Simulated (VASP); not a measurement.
# Pd (Im-3m) in VASP: a series of runs

Runs on Pd. Level: r2SCAN. Tasks: single point.

All numbers are computed with VASP 6.6.1; they aren't measurements. Logs are shortened: lines on timing, memory, paths and dates and some standing lists are left out, and cuts for length are marked.

**1. The cell of the first run**

It takes space group Im-3m (No. 229, cubic). Conventional cell: a = 3.109 Å, b = 3.109 Å, c = 3.109 Å, α = 90.00°, β = 90.00°, γ = 90.00°. Within 3.6 Å of Pd (site symmetry m-3m) lie 14 Pd at 2.69 to 3.11 Å.

**2. Single point, r2SCAN, collinear spin, antiferromagnetic start**

POSCAR reads:

```
Pd
1.0
    3.1090344116      0.0000000000      0.0000000000
    0.0000000000      3.1090344116      0.0000000000
    0.0000000000      0.0000000000      3.1090344116
Pd
2
Direct
    0.0000000000      0.0000000000      0.0000000000
    0.5000000000      0.5000000000      0.5000000000
```

INCAR.step1 reads:

```
SYSTEM = Pd
ALGO = Normal
EDIFF = 1E-4
ENCUT = 520
GGA = PE
ISMEAR = -1
ISPIN = 2
LASPH = .TRUE.
LCHARG = .FALSE.
LMAXMIX = 4
LREAL = .FALSE.
LWAVE = .TRUE.
MAGMOM = 0.5 -0.5
NBANDS = 21
NELM = 150
PREC = Accurate
SIGMA = 0.05
```

INCAR.step2 reads:

```
SYSTEM = Pd
ALGO = Normal
EDIFF = 1E-6
ENCUT = 520
ISIF = 2
ISMEAR = -1
ISPIN = 2
ISTART = 1
LASPH = .TRUE.
LCHARG = .FALSE.
LMAXMIX = 4
LMIXTAU = .TRUE.
LORBIT = 11
LREAL = .FALSE.
LWAVE = .FALSE.
MAGMOM = 0.5 -0.5
METAGGA = R2SCAN
NBANDS = 21
NELM = 150
PREC = Accurate
SIGMA = 0.05
```

KPOINTS reads:

```
k-points
0
G
  11 11 11
  0 0 0
```

Potentials or basis: VASP PAW PBE potentials, release 64 (Pd).

Run with:

```console
$ cat potpaw_PBE.64/Pd/POTCAR > POTCAR
$ cp INCAR.step1 INCAR
$ mpirun -np 1 vasp_std > vasp.out
$ cp INCAR.step2 INCAR
$ mpirun -np 1 vasp_std > vasp.out
```

OUTCAR:

```text
SYSTEM = Pd
   EDIFF = 1E-6
   ENCUT = 520
   ISIF = 2
   ISMEAR = -1
   ISPIN = 2
   ISTART = 1
   LASPH = .TRUE.
   LORBIT = 11
   LREAL = .FALSE.
   METAGGA = R2SCAN
   NELM = 150
   PREC = Accurate

 ion  position               nearest neighbor table
   1  0.000  0.000  0.000-   2 2.69   2 2.69   2 2.69   2 2.69   2 2.69   2 2.69   2 2.69   2 2.69

   2  0.500  0.500  0.500-   1 2.69   1 2.69   1 2.69   1 2.69   1 2.69   1 2.69   1 2.69   1 2.69

  LATTYP: Found a simple cubic cell.
 ALAT       =     3.1090344116

  Lattice vectors:

 A1 = (   3.1090344116,   0.0000000000,   0.0000000000)
 A2 = (   0.0000000000,   3.1090344116,   0.0000000000)
 A3 = (   0.0000000000,   0.0000000000,   3.1090344116)

Analysis of symmetry for initial positions (statically):
=====================================================================
 Subroutine PRICEL returns following result:

  LATTYP: Found a body centered cubic cell.
 ALAT       =     3.1090344116
[... 12 lines left out ...]
 Subroutine GETGRP returns: Found 48 space group operations
 (whereof 48 operations were pure point group operations)
 out of a pool of 48 trial point group operations.

The static configuration has the point symmetry O_h .

Analysis of symmetry for dynamics (positions and initial velocities):
=====================================================================
 Subroutine PRICEL returns following result:

  LATTYP: Found a body centered cubic cell.
 ALAT       =     3.1090344116
[... 12 lines left out ...]
 Subroutine GETGRP returns: Found 48 space group operations
 (whereof 48 operations were pure point group operations)
 out of a pool of 48 trial point group operations.

The dynamic configuration has the point symmetry O_h .

Analysis of structural, dynamic, and magnetic symmetry:
=====================================================================
 Subroutine PRICEL returns following result:

  LATTYP: Found a body centered cubic cell.
 ALAT       =     3.1090344116
[... 12 lines left out ...]
 Subroutine GETGRP returns: Found 48 space group operations
 (whereof 48 operations were pure point group operations)
 out of a pool of 48 trial point group operations.

The overall configuration has the point symmetry O_h .

 Subroutine INISYM returns: Found 48 space group operations
 (whereof 48 operations are pure point group operations),
 and found     2 'primitive' translations

----------------------------------------------------------------------------------------

                                     Primitive cell

[... 104 lines left out ...]
   EFERMI_NEDOS =   21; number of points for ismear=-14 and -15
   IALGO  =     38    algorithm
   IMIX   =      4    mixing-type and parameters
     AMIX     =   0.40;   BMIX     =  1.00
     AMIX_MAG =   1.60;   BMIX_MAG =  1.00
  volume/ion in A,a.u.               =      15.03       101.40
  Fermi-wavevector in a.u.,A,eV,Ry     =   1.429308  2.701001 27.795651  2.042923
  Thomas-Fermi vector in A             =   2.549276
   LORBIT       =     11    0 simple, 1 ext, 2 COOP (PROOUT), +10 PAW based schemes
   METAGGA = R2SCAN    functional components
   LHFCALC =     F    Hartree Fock is set to
   AEXX    =    0.0000 exact exchange contribution
   IVDW    =     0    specifies the selected vdW correction
   LEPSILON=     F    determine dielectric tensor
   LRPA    =     F    only Hartree local field effects (RPA)
 spin polarized calculation
  energy-cutoff  :      520.00
  volume of cell :       30.05
 maximum number of plane-waves:       823
 NGX is ok and might be reduce to    24
   NGX = 11   NGY = 11   NGZ = 11

 number of electron      20.0000015 magnetization      -0.0000000

 number of electron      20.0000015 magnetization       0.0000000

 Free energy of the ion-electron system (eV)
  ---------------------------------------------------
  ext. energy  EPLUGINS =         0.00000000
  ---------------------------------------------------
  free energy    TOTEN  =       -45.82532139 eV

  energy without entropy =      -45.80587256  energy(sigma->0) =      -45.81559697

 E-fermi :   9.3398     XC(G=0): -13.9774

 val. band max:        9.3257789431   @ k =   0.4545   0.4545   0.0909
 cond. band min:       9.3475881733   @ k =   0.3636   0.2727   0.0909
 fundamental gap:      0.0218092302
 Fermi energy:         9.3398373318

 spin component 1

 k-point     1 :       0.0000    0.0000    0.0000
  band No.  band energies     occupation
      1       2.2818      1.00000
      2       4.0306      1.00000
      3       4.0306      1.00000
      4       6.3471      1.00000
      5       6.3471      1.00000
      6       6.3471      1.00000
[... 565 lines left out ...]
     20      31.9450      0.00000
     21      33.5140      0.00000

 [... further k-points ...]

 spin component 2

 k-point     1 :       0.0000    0.0000    0.0000
  band No.  band energies     occupation
      1       2.2818      1.00000
      2       4.0306      1.00000
      3       4.0306      1.00000
      4       6.3471      1.00000
      5       6.3471      1.00000
      6       6.3471      1.00000
[... 565 lines left out ...]
     20      31.9372      0.00000
     21      31.9451      0.00000

 [... further k-points ...]
[... 5 lines left out ...]
  --------------------------------------------------------------------------------------
  -------------------------------------------------------------------------------------
  Total        0.1361430      0.1361430      0.1361430      0.0000000      0.0000000      0.0000000
  in kB        7.2582077      7.2582077      7.2582077      0.0000000      0.0000000      0.0000000
  external PRESSURE =       7.2582077 kB  Pullay stress =       0.0000000 kB

 VOLUME and BASIS-vectors are now :
 -----------------------------------------------------------------------------
  energy-cutoff  :      520.00
  volume of cell :       30.05
      direct lattice vectors                 reciprocal lattice vectors
     3.109034412  0.000000000  0.000000000     0.321643272  0.000000000  0.000000000
     0.000000000  3.109034412  0.000000000     0.000000000  0.321643272  0.000000000
     0.000000000  0.000000000  3.109034412     0.000000000  0.000000000  0.321643272

 POSITION                                       TOTAL-FORCE (eV/Angst)
 -----------------------------------------------------------------------------------
      0.00000      0.00000      0.00000         0.000000      0.000000      0.000000
      1.55452      1.55452      1.55452        -0.000000     -0.000000     -0.000000
 -----------------------------------------------------------------------------------
    total drift:                                0.000000      0.000000     -0.000000

  FREE ENERGIE OF THE ION-ELECTRON SYSTEM (eV)
  ---------------------------------------------------
  free  energy   TOTEN  =       -45.8253213894 eV

  energy  without entropy=      -45.8058725552  energy(sigma->0) =      -45.81559697

 total charge

# of ion       s       p       d       tot
------------------------------------------
    1        0.502   0.432   8.519   9.453
    2        0.502   0.432   8.519   9.453
--------------------------------------------------
tot          1.004   0.865  17.039  18.907

 magnetization (x)

# of ion       s       p       d       tot
------------------------------------------
    1        0.000   0.000   0.000   0.000
    2       -0.000  -0.000  -0.000  -0.000
--------------------------------------------------
tot          0.000   0.000   0.000   0.000
```

OUTCAR.step1:

```text
SYSTEM = Pd
   EDIFF = 1E-4
   ENCUT = 520
   GGA = PE
   ISMEAR = -1
   ISPIN = 2
   LASPH = .TRUE.
   LREAL = .FALSE.
[... 1423 lines left out ...]
      0.00000      0.00000      0.00000         0.000000      0.000000      0.000000
      1.55452      1.55452      1.55452        -0.000000     -0.000000     -0.000000
 -----------------------------------------------------------------------------------
    total drift:                                0.000000      0.000000     -0.000000

  FREE ENERGIE OF THE ION-ELECTRON SYSTEM (eV)
  ---------------------------------------------------
  free  energy   TOTEN  =       -10.3499050013 eV

  energy  without entropy=      -10.3295928898  energy(sigma->0) =      -10.33974895
```

It took 54 s on 1 thread of Intel Xeon 6975P-C (Granite Rapids), shared host; peak memory 0.19 GiB.

Results:

```yaml
Free_energy: -45.8253 eV
Pressure: 0.7 GPa
Band_gap_on_the_k_mesh: zero (filled and empty bands overlap)
Net_moment: 0.00 μB per cell
Valence_electrons_inside_the_program's_atomic_spheres: Pd 9.45
```

Caveat: the PAW data sets were made with another functional, which shifts forces and pressure a little.

(Part 1 of 2 ends here.)
